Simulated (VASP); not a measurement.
# Ti (Cmcm) in VASP: further runs

Ti is run at these levels: PBEsol; tasks: single point.

All numbers are computed with VASP 6.6.1; they aren't measurements. Logs are shortened: lines on timing, memory, paths and dates and some standing lists are left out, and cuts for length are marked.

## 1. The cell of the first run

It takes space group Cmcm (No. 63, orthorhombic). Conventional cell: a = 3.282 Å, b = 4.641 Å, c = 4.641 Å, α = 90.00°, β = 90.00°, γ = 90.00°. Ti (site symmetry m2m) has 14 Ti at 2.84 to 3.52 Å within 3.7 Å.

## 2. Single point, PBEsol (mode 1 (-158.0 1/cm) frozen in, largest displacement +0.163 Å)

File INCAR:

```
ALGO = Fast
EDIFF = 1E-6
ENCUT = 520
GGA = PS
ISIF = 2
ISMEAR = 0
LASPH = T
LCHARG = F
LREAL = F
LWAVE = F
NBANDS = 19
NELM = 60
PREC = Accurate
SIGMA = 0.15
```

File KPOINTS:

```
k-points
0
Gamma
  18 18 10
```

File POSCAR:

```
Ti
1.0
   -1.6410000000      1.6410000000      1.6410000000
    1.6410000000     -1.6410000000      1.6410000000
    3.2820000000      3.2820000000      0.0000000000
Ti
2
Direct
   -0.0350106191      0.0350106191      0.0000000000
    0.5350106191      0.4649893809      0.5000000000
```

Potentials or basis: VASP PAW PBE potentials, release 64 (Ti_sv).

On the command line:

```console
> cat potpaw_PBE.64/Ti_sv/POTCAR > POTCAR
> mpirun -np 1 vasp_std > vasp.out
```

OUTCAR:

```text
EDIFF = 1E-6
   ENCUT = 520
   GGA = PS
   ISIF = 2
   ISMEAR = 0
   LASPH = T
   LREAL = F
   NELM = 60
   PREC = Accurate

 ion  position               nearest neighbor table
   1  0.965  0.035  0.000-   2 2.86   2 2.86   2 2.86   2 2.86
   2  0.535  0.465  0.500-   1 2.86   1 2.86   1 2.86   1 2.86

  LATTYP: Found a base centered orthorhombic cell.
 ALAT       =     3.2820000000
 B/A-ratio  =     1.4142135624
 C/A-ratio  =     1.4142135624

  Lattice vectors:

 A1 = (  -1.6410000000,   1.6410000000,   1.6410000000)
 A2 = (   1.6410000000,  -1.6410000000,   1.6410000000)
 A3 = (   3.2820000000,   3.2820000000,   0.0000000000)

Analysis of symmetry for initial positions (statically):
=====================================================================
 Subroutine PRICEL returns:
 Original cell was already a primitive cell.

 Routine SETGRP: Setting up the symmetry group for a
 base centered orthorhombic supercell.

 Subroutine GETGRP returns: Found  8 space group operations
 (whereof  4 operations were pure point group operations)
 out of a pool of  8 trial point group operations.

The static configuration has the point symmetry C_2v.
 The point group associated with its full space group is D_2h.

Analysis of symmetry for dynamics (positions and initial velocities):
=====================================================================
 Subroutine PRICEL returns:
 Original cell was already a primitive cell.

 Routine SETGRP: Setting up the symmetry group for a
 base centered orthorhombic supercell.

 Subroutine GETGRP returns: Found  8 space group operations
 (whereof  4 operations were pure point group operations)
 out of a pool of  8 trial point group operations.

The dynamic configuration has the point symmetry C_2v.
 The point group associated with its full space group is D_2h.

 Subroutine INISYM returns: Found  8 space group operations
 (whereof  4 operations are pure point group operations),
 and found     1 'primitive' translations

----------------------------------------------------------------------------------------

                                     Primitive cell

  volume of cell :      35.3521

  direct lattice vectors                    reciprocal lattice vectors
    -1.641000000  1.641000000  1.641000000    -0.152346130  0.152346130  0.304692261
     1.641000000 -1.641000000  1.641000000     0.152346130 -0.152346130  0.304692261
[... 83 lines left out ...]
   ENCUT  =  520.0 eV  38.22 Ry    6.18 a.u.   5.28  5.28  8.63*2*pi/ulx,y,z
   NELM   =     60;   NELMIN=  2; NELMDL= -5     # of ELM steps
   EDIFF  = 0.1E-05   stopping-criterion for ELM
   LREAL  =      F    real-space projection
   EDIFFG = 0.1E-04   stopping-criterion for IOM
   NSW    =      0    number of steps for IOM
   IBRION =     -1    ionic relax: 0-MD 1-quasi-New 2-CG
   NFREE  =      0    steps in history (QN), initial steepest desc. (CG)
   ISIF   =      2    stress and relaxation
   ISYM   =      2    0-nonsym 1-usesym 2-fastsym
   POTIM  = 0.5000    time-step for ionic-motion
   TEBEG  =    0.0;   TEEND  =   0.0 temperature during run
   PSTRESS=    0.0 pullay stress
   NELECT =      24.0000    total number of electrons
   NUPDOWN=      -1.0000    fix difference up-down
   EMIN   =  10.00;   EMAX   =-10.00  energy-range for DOS
   EFERMI =   0.00;   METHOD = LEGACY
   ISMEAR =     0;   SIGMA  =   0.15  broadening in eV -4-tet -1-fermi 0-gaus
   EFERMI_NEDOS =   21; number of points for ismear=-14 and -15
   IALGO  =     68    algorithm
   IMIX   =      4    mixing-type and parameters
     AMIX     =   0.40;   BMIX     =  1.00
     AMIX_MAG =   1.60;   BMIX_MAG =  1.00
  volume/ion in A,a.u.               =      17.68       119.28
  Fermi-wavevector in a.u.,A,eV,Ry     =   1.438821  2.718977 28.166848  2.070205
  Thomas-Fermi vector in A             =   2.557745
   LORBIT       =      0    0 simple, 1 ext, 2 COOP (PROOUT), +10 PAW based schemes
   GGA     = PS    functional components
   LHFCALC =     F    Hartree Fock is set to
   AEXX    =    0.0000 exact exchange contribution
   IVDW    =     0    specifies the selected vdW correction
   LEPSILON=     F    determine dielectric tensor
   LRPA    =     F    only Hartree local field effects (RPA)
 non-spin polarized calculation
 RMM-DIIS sequential band-by-band and
 Gauss-broadening in eV      SIGMA  =   0.15
  energy-cutoff  :      520.00
  volume of cell :       35.35
 maximum number of plane-waves:       966
 NGX is ok and might be reduce to    24
   NGX = 11   NGY = 11   NGZ = 17

 number of electron      24.0000008 magnetization

 Free energy of the ion-electron system (eV)
  ---------------------------------------------------
  ext. energy  EPLUGINS =         0.00000000
  ---------------------------------------------------
  free energy    TOTEN  =       -16.51484161 eV

  energy without entropy =      -16.47340667  energy(sigma->0) =      -16.49412414

 E-fermi :   7.7947     XC(G=0): -11.5481

 val. band max:        7.7946056983   @ k =  -0.3889   0.1667   0.1000
 cond. band min:       7.7951418957   @ k =   0.4444   0.3889   0.4000
 fundamental gap:      0.0005361974
 Fermi energy:         7.7947188226

 k-point     1 :       0.0000    0.0000    0.0000
  band No.  band energies     occupation
      1     -48.5815      2.00000
      2     -48.4568      2.00000
      3     -25.2150      2.00000
      4     -24.7288      2.00000
      5     -24.5731      2.00000
      6     -24.5591      2.00000
[... 505 lines left out ...]
      6     -24.6277      2.00000
[... 11 lines left out ...]
     18      10.3574      0.00000
     19      11.2930      0.00000

 [... further k-points ...]

------------------------ aborting loop because EDIFF is reached ----------------------------------------

  FORCE on cell =-STRESS in cart. coord.  units (eV):
  Direction    XX          YY          ZZ          XY          YZ          ZX
  --------------------------------------------------------------------------------------
  -------------------------------------------------------------------------------------
  Total       -1.4535444     -1.4535444     -1.5160114     -0.5035295      0.0000000      0.0000000
  in kB      -65.8753854    -65.8753854    -68.7064189    -22.8202172      0.0000000      0.0000000
  external PRESSURE =     -66.8190633 kB  Pullay stress =       0.0000000 kB

 VOLUME and BASIS-vectors are now :
 -----------------------------------------------------------------------------
  energy-cutoff  :      520.00
  volume of cell :       35.35
      direct lattice vectors                 reciprocal lattice vectors
    -1.641000000  1.641000000  1.641000000    -0.152346130  0.152346130  0.304692261
     1.641000000 -1.641000000  1.641000000     0.152346130 -0.152346130  0.304692261
     3.282000000  3.282000000  0.000000000     0.152346130  0.152346130  0.000000000

 POSITION                                       TOTAL-FORCE (eV/Angst)
 -----------------------------------------------------------------------------------
     -1.52610      1.52610      1.64100         0.179061     -0.179061      0.000000
      1.52610      1.75590      1.64100        -0.179061      0.179061      0.000000
 -----------------------------------------------------------------------------------
    total drift:                               -0.000000     -0.000000     -0.000000

  FREE ENERGIE OF THE ION-ELECTRON SYSTEM (eV)
  ---------------------------------------------------
  free  energy   TOTEN  =       -16.5148416095 eV

  energy  without entropy=      -16.4734066662  energy(sigma->0) =      -16.49412414
```

stdout:

```text
POSCAR found type information on POSCAR Ti
 POSCAR found :  1 types and       2 ions
 scaLAPACK will be used
 -----------------------------------------------------------------------------
|                                                                             |
|                                                                             |
|     You enforced a specific xc type in the INCAR file but a different       |
[... 32 lines left out ...]
WARNING in EDDRMM: call to ZHEGV failed, returncode =   8  4      3
WARNING in EDDRMM: call to ZHEGV failed, returncode =   6  3      9
WARNING in EDDRMM: call to ZHEGV failed, returncode =   8  4     16
WARNING in EDDRMM: call to ZHEGV failed, returncode =   6  3      9
WARNING in EDDRMM: call to ZHEGV failed, returncode =   8  4     10
WARNING in EDDRMM: call to ZHEGV failed, returncode =   8  4      6
WARNING in EDDRMM: call to ZHEGV failed, returncode =   6  3     10
```

Wall time 5.5 min (1 thread of Intel Xeon 6975P-C (Granite Rapids), shared host); peak memory 0.39 GiB.

Results:

```yaml
Free_energy: -16.5148 eV
Pressure: -6.7 GPa
Largest_force: 0.253 eV/Å
Band_gap_on_the_k_mesh: zero (band 12 reaches 8.66 eV, above the bottom of band 13 at 7.33 eV)
```

Forces in eV/Å, atoms in the order of the input:
```
Ti   0.179 -0.179  0.000
Ti  -0.179  0.179  0.000
```

Stress tensor (GPa, compression positive):
```
-6.59 -2.28  0.00
-2.28 -6.59  0.00
 0.00  0.00 -6.87
```

Levels at points of the mesh, in eV from the Fermi level:
```tsv
k point	band 9	band 10	band 11	band 12	band 13	band 14	band 15	band 16
(0.00, 0.00, 0.00)	-5.93	-2.44	-0.36	0.86	1.06	1.07	1.07	2.47
(0.50, 0.00, 0.00)	-1.89	-1.70	-1.06	-0.54	-0.09	0.55	1.79	2.99
(0.50, 0.50, 0.00)	-2.35	-2.06	-1.97	-0.38	0.92	2.54	2.54	3.76
(0.00, 0.00, 0.50)	-4.07	-4.07	0.13	0.13	0.41	0.41	2.09	2.09
(0.50, 0.00, 0.50)	-2.41	-2.41	-0.39	-0.39	1.10	1.10	2.51	2.51
(0.50, 0.50, 0.50)	-1.76	-1.76	-0.79	-0.79	1.16	1.16	1.89	1.89
```

Caveat: the cell differs from its parent crystal (mode 1 (-158.0 1/cm) frozen in, largest displacement +0.163 Å); the PAW data sets were made with another functional, which shifts forces and pressure a little.

## 3. Single point, PBEsol (mode 1 (-158.0 1/cm) frozen in, largest displacement +0.098 Å)

File INCAR:

```
ALGO = Fast
EDIFF = 1E-6
ENCUT = 520
GGA = PS
ISIF = 2
ISMEAR = 0
LASPH = True
LCHARG = True
LELF = True
LREAL = False
LVHAR = True
LWAVE = False
NBANDS = 19
NELM = 100
PREC = Accurate
SIGMA = 0.15
```

KPOINTS is that of step 2.

File POSCAR:

```
Ti
1.0
   -1.6410000000      1.6410000000      1.6410000000
    1.6410000000     -1.6410000000      1.6410000000
    3.2820000000      3.2820000000      0.0000000000
Ti
2
Direct
   -0.0210063715      0.0210063715      0.0000000000
    0.5210063715      0.4789936285      0.5000000000
```

Potentials or basis: VASP PAW PBE potentials, release 64 (Ti_sv).

On the command line:

```console
> cat potpaw_PBE.64/Ti_sv/POTCAR > POTCAR
> mpirun -np 1 vasp_std > vasp.out
```

It took 5.7 min on 1 thread of Intel Xeon 6975P-C (Granite Rapids), shared host; peak memory 0.39 GiB.

It converged, with:

| Item | Value |
| --- | --- |
| Free energy | -16.4782 eV |
| Pressure | -6.8 GPa |
| Largest force | 0.285 eV/Å |
| Band gap on the k mesh | zero (band 12 reaches 8.71 eV, above the bottom of band 13 at 7.29 eV) |

Forces on the atoms (eV/Å):
```
Ti   0.201 -0.201  0.000
Ti  -0.201  0.201  0.000
```

Stress tensor (GPa, compression positive):
```
-6.83 -0.99  0.00
-0.99 -6.83  0.00
 0.00  0.00 -6.69
```

Levels at points of the mesh, in eV from the Fermi level:
| k point | band 9 | band 10 | band 11 | band 12 | band 13 | band 14 | band 15 | band 16 |
| --- | --- | --- | --- | --- | --- | --- | --- | --- |
| (0.00, 0.00, 0.00) | -5.92 | -2.43 | -0.38 | 0.92 | 1.00 | 1.00 | 1.09 | 2.61 |
| (0.50, 0.00, 0.00) | -1.81 | -1.70 | -0.86 | -0.37 | -0.27 | 0.32 | 2.06 | 2.96 |
| (0.50, 0.50, 0.00) | -2.39 | -2.05 | -2.02 | -0.39 | 1.03 | 2.63 | 2.83 | 3.81 |
| (0.00, 0.00, 0.50) | -4.06 | -4.06 | 0.20 | 0.20 | 0.43 | 0.43 | 2.25 | 2.25 |
| (0.50, 0.00, 0.50) | -2.42 | -2.42 | -0.39 | -0.39 | 1.10 | 1.10 | 2.61 | 2.61 |
| (0.50, 0.50, 0.50) | -1.62 | -1.62 | -0.91 | -0.91 | 1.18 | 1.18 | 1.85 | 1.85 |

Caveat: the cell differs from its parent crystal (mode 1 (-158.0 1/cm) frozen in, largest displacement +0.098 Å); the PAW data sets were made with another functional, which shifts forces and pressure a little.
